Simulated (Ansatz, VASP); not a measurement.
One calculation of TiB5, two programs

```
Ti B
1.0
     0.00000    2.81856    2.81856
     2.81856    0.00000    2.81856
     2.81856    2.81856    0.00000
Ti B
1 5
Direct
  0.00000 0.00000 0.00000
  0.75000 0.75000 0.75000
  0.38161 0.38161 0.85518
  0.38161 0.85518 0.38161
  0.38161 0.38161 0.38161
  0.85518 0.38161 0.38161
```

Change from the starting cell: species swapped into the TmCu5 type (F-43m, No. 216).

Alike in both runs: task single point; functional PBE; k mesh 6 × 6 × 6; occupations gaussian, width 0.1 eV; collinear spin.

```csv
,VASP,Ansatz
version,VASP 6.6.1,Ansatz 0.2.0
potentials or method,"VASP PAW PBE potentials, release 64 (Ti_sv, B), cutoff 520 eV","scalar-relativistic, plane waves, PAW"
valence electrons in the cell,27,27
```

```tsv
	VASP	Ansatz	Ansatz less VASP
gap on the k mesh at the Fermi level (eV)	none	none	-
pressure (GPa)	-0.1	-0.1	+0.04
net moment per atom (μB)	0.00	0.00	0.000
```

A gap of «none» marks a metal or a gap that the smearing closes. The functional is the same, so the differences come from potentials, cutoffs and numerics. Ansatz's warnings: seeded moment not kept.
